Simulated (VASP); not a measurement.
Here is a VASP 6.6.1 calculation.

File INCAR:

```
PREC = Accurate
ENCUT = 520
EDIFF = 1E-6
ISMEAR = 0
SIGMA = 0.05
LREAL = False
LASPH = True
NELM = 100
ALGO = Normal
ISIF = 2
LWAVE = False
LCHARG = False
GGA = PS
NBANDS = 20
```

KPOINTS

```
Automatic mesh
0
Gamma
  8 8 8
```

The input POSCAR:

```
ZrSi3
1.0
    4.0027638088      0.0000000000      0.0000000000
    0.0000000000      4.0027638088      0.0000000000
    0.0000000000      0.0000000000      4.0027638088
Zr Si
1 3
Direct
    0.0000000000      0.0000000000      0.0000000000
    0.0000000000      0.5000000000      0.5000000000
    0.5000000000      0.5000000000      0.0000000000
    0.5000000000      0.0000000000      0.5000000000
```

Potentials or basis: VASP PAW PBE potentials, release 64 (Zr_sv, Si).

Launch:

```bash
$ cat potpaw_PBE.64/Zr_sv/POTCAR potpaw_PBE.64/Si/POTCAR > POTCAR
$ mpirun -np 1 vasp_std > vasp.out
```

Question: Estimate the band gap on the k mesh.

Answer: Zero (bands 12 and 13 overlap by 2.33 eV).

Question: What does it give for the pressure?

Answer: -4.4 GPa.

Caveat: the cell stands under tension; the PAW data sets were made with another functional, which shifts forces and pressure a little.
